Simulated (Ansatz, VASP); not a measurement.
**BP in VASP and in Ansatz**

```xyz
2
Lattice="0.0000 2.2383 2.2383 2.2383 0.0000 2.2383 2.2383 2.2383 0.0000" Properties=species:S:1:pos:R:3 pbc="T T T"
P     3.3575    3.3575    3.3575
B     0.0000    0.0000    0.0000
```

Alike in both runs: task single point; functional PBE; k mesh 10 × 10 × 10; occupations fermi-dirac, width 0.05 eV; no spin polarisation.

```csv
,VASP,Ansatz
version,VASP 6.6.1,Ansatz 0.2.0
potentials or method,"VASP PAW PBE potentials, release 64 (P, B)",Ansatz PAW
plane-wave cutoff (eV),520,420
valence electrons in the cell,8,8
```

VASP gave:

| Property | Result |
| --- | --- |
| gap on the k mesh at the Fermi level (eV) | 1.18 |
| least direct gap on the mesh (eV) | 3.46 |
| pressure (GPa) | 8.2 |

Problem. Which values does Ansatz return?

Solution. gap on the k mesh at the Fermi level (eV): 1.19; least direct gap on the mesh (eV): 3.47; pressure (GPa): 8.5.
